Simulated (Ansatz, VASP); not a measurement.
**Two plane-wave programs on ZnCd4S**

INCAR

```
PREC = Accurate
ENCUT = 600
EDIFF = 1E-7
ISMEAR = 0
SIGMA = 0.1
LREAL = False
LASPH = True
NELM = 80
ALGO = Normal
ISIF = 3
LWAVE = False
LCHARG = False
GGA = PE
IBRION = 2
NSW = 90
EDIFFG = -0.04
```

KPOINTS

```
regular mesh
0
Gamma
  4 4 4
```

POSCAR

```
ZnCd4S
1.0
    4.3634701400      0.0000000000      0.0000000000
    0.0000000000      4.3634701400      0.0000000000
    0.0000000000      0.0000000000      6.1783563000
Zn Cd S
1 4 1
Direct
    0.0000000000      0.0000000000      0.0000000000
    0.5000000000      0.0000000000      0.7458124800
    0.0000000000      0.5000000000      0.2541875200
    0.5000000000      0.0000000000      0.2541875200
    0.0000000000      0.5000000000      0.7458124800
    0.5000000000      0.5000000000      0.5000000000
```

Input for Ansatz:

```yaml
crystal:
  lattice:
    - [4.36347014, 0.0, 0.0]
    - [0.0, 4.36347014, 0.0]
    - [0.0, 0.0, 6.1783563]
  atoms:
    - { symbol: Zn, position: [0.0, 0.0, 0.0] }
    - { symbol: Cd, position: [0.5, 0.0, 0.74581248] }
    - { symbol: Cd, position: [0.0, 0.5, 0.25418752] }
    - { symbol: Cd, position: [0.5, 0.0, 0.25418752] }
    - { symbol: Cd, position: [0.0, 0.5, 0.74581248] }
    - { symbol: S, position: [0.5, 0.5, 0.5] }
basis:
  ecutwfc: 420
kpoints:
  mp_grid: { grid: [4, 4, 4] }
hamiltonian:
  xc: pbe
scf:
  occupations: { method: gaussian, width: 0.1 }
  lower_state_search: "off"
output:
  forces: true
  stress: true
  eigenvalues: true
relax:
  adjacent_minimum: "off"
  f_tol: 0.04
  max_steps: 70
  cell: { stress_tol: 0.4 }
```

Change from the starting cell: species swapped into the GdYH4 type (P4/mmm, No. 123).

Alike in both runs: task relaxation of cell and atoms; functional PBE; k mesh 4 × 4 × 4; occupations gaussian, width 0.1 eV; no spin polarisation.

|  | VASP | Ansatz |
| --- | --- | --- |
| version | VASP 6.6.1 | Ansatz 0.2.0 |
| potentials or method | VASP PAW PBE potentials, release 64 (Zn, Cd, S), cutoff 600 eV | scalar-relativistic, plane waves, PAW |
| valence electrons in the cell | 66 | 98 |

|  | VASP | Ansatz | Ansatz less VASP |
| --- | --- | --- | --- |
| gap on the k mesh at the Fermi level, each at its own relaxed structure (eV) | none | none | - |
| relaxed volume (Å³/atom) | 23.55 | 23.57 | +0.025 |
| relaxed cell length with the largest relative difference (Å) | 7.176 | 7.157 | -0.0185 |

A gap of «none» marks a metal or a gap that the smearing closes. VASP's potentials hold 66 valence electrons a cell and Ansatz's 98, so a difference there can come from the potentials and not from the codes.

Noted on VASP's run: the volume moved by over 15 % at a fixed basis, so the end points are rough.
